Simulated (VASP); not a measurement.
## PtSe2: single point with LDA

Crystal: PtSe2.

```
Pt Se
1.0
     3.72400    0.00000    0.00000
    -1.86200    3.22508    0.00000
     0.00000    0.00000    5.06200
Pt Se
1 2
Direct
  0.00000 0.00000 0.00000
  0.66667 0.33333 0.75000
  0.33333 0.66667 0.25000
```

- Program: VASP 6.6.1
- Task: single point
- Functional: LDA
- Potentials or basis: VASP PAW LDA potentials, release 64 (Pt, Se)
- Cutoff: 520 eV
- k mesh: 8 × 8 × 5
- Occupations: fermi-dirac, width 0.05 eV
- Spin: no spin polarisation
- Dipole correction: no
- k mesh for the DOS: 12 × 12 × 8
- Occupations for the DOS: tetrahedron
- Further INCAR settings: ALGO = Normal; EDIFF = 1e-06; NBANDS = 18

The valence electrons inside the program's atomic spheres are Pt 9.46; Se 3.80.

Levels at points of the mesh, in eV from the Fermi level:
```csv
k point,band 8,band 9,band 10,band 11,band 12,band 13,band 14,band 15
"(0.00, 0.00, 0.00)",-2.62,-1.12,-1.12,0.35,1.39,1.39,3.45,3.99
"(0.50, 0.00, 0.00)",-3.60,-3.56,-3.48,-3.04,0.57,2.29,4.68,5.68
"(0.00, 0.00, 0.50)",-3.06,-1.76,-1.55,-1.55,2.24,2.24,4.67,6.17
"(0.50, 0.00, 0.50)",-3.58,-3.28,-2.90,-1.42,0.92,1.42,4.46,4.58
```

Run time: 48 s on 1 thread of Intel(R) Xeon(R) 6975P-C (Granite Rapids), on a shared host, peak memory 0.25 GiB.

Caveat: spin-orbit coupling is left out, which moves the levels of the heavy elements.
